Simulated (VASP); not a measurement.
Crystal: Br.

```
Br
1.0
     3.66347    0.00000    0.00000
    -1.83174    3.17266    0.00000
     0.00000    0.00000    5.94601
Br
2
Cartesian
  0.0000 2.1151 1.4865
  1.8317 1.0576 4.4595
```

| Property | Result |
| --- | --- |
| Program | VASP 6.6.1 |
| Task | relaxation of cell and atoms |
| Functional | r2SCAN |
| Potentials or basis | VASP PAW PBE potentials, release 64 (Br) |
| Cutoff | 600 eV |
| k mesh | 6 × 6 × 4 |
| Occupations | gaussian, width 0.1 eV |
| Spin | no spin polarisation |

At the start: pressure -4.2 GPa; volume 34.56 Å³/atom.

Task: How do energy, volume and symmetry change on relaxing?

Result: Over 23 steps the energy falls by 328.3 meV/atom and the volume is 27.96 Å³/atom (-19.1 %); space group P6_3/mmc (No. 194, to 0.1 Å) before and after.

Step by step:
```
step  energy change (eV)  largest force (eV/Å)  pressure (GPa)  volume (Å³)
   1              0.0000                0.0000           -4.17        69.11
   2             -0.2025                0.0000           -3.12        60.50
   3             -0.2895                0.0000           -0.69        53.79
   4             -0.2918                0.0000            0.23        52.23
   5             -0.2921                0.0000           -0.03        52.61
   6             -0.2926                0.0000            0.00        52.60
   7             -0.2947                0.0000            0.01        52.58
   8             -0.3011                0.0000            0.12        52.51
   9             -0.3557                0.0000            0.13        52.32
  10             -0.4980                0.0000            0.75        51.70
  11             -0.5536                0.0000            5.71        49.42
  12             -0.6005                0.0000            3.17        50.42
  13             -0.5980                0.0000            3.64        50.22
  14             -0.5996                0.0000            3.43        50.31
  15             -0.6052                0.0000            3.16        50.58
  16             -0.6193                0.0000            2.41        51.39
  17             -0.6374                0.0000            1.10        53.03
  18             -0.6384                0.0000           -0.97        56.42
  19             -0.6433                0.0000           -0.11        54.84
  20             -0.6453                0.0000           -0.11        54.93
  21             -0.6503                0.0000           -0.09        55.19
  22             -0.6559                0.0000           -0.05        55.68
  23             -0.6567                0.0000           -0.03        55.92
```

Final structure:
```
Br
1.0
     3.89101    0.00000    0.00000
    -1.94551    3.36972    0.00000
     0.00000    0.00000    4.26471
Br
2
Direct
  0.33333 0.66667 0.25000
  0.66667 0.33333 0.75000
```

Caveat: the volume moved by over 15 % at a fixed basis, so the end points are rough; the PAW data sets were made with another functional, which shifts forces and pressure a little.
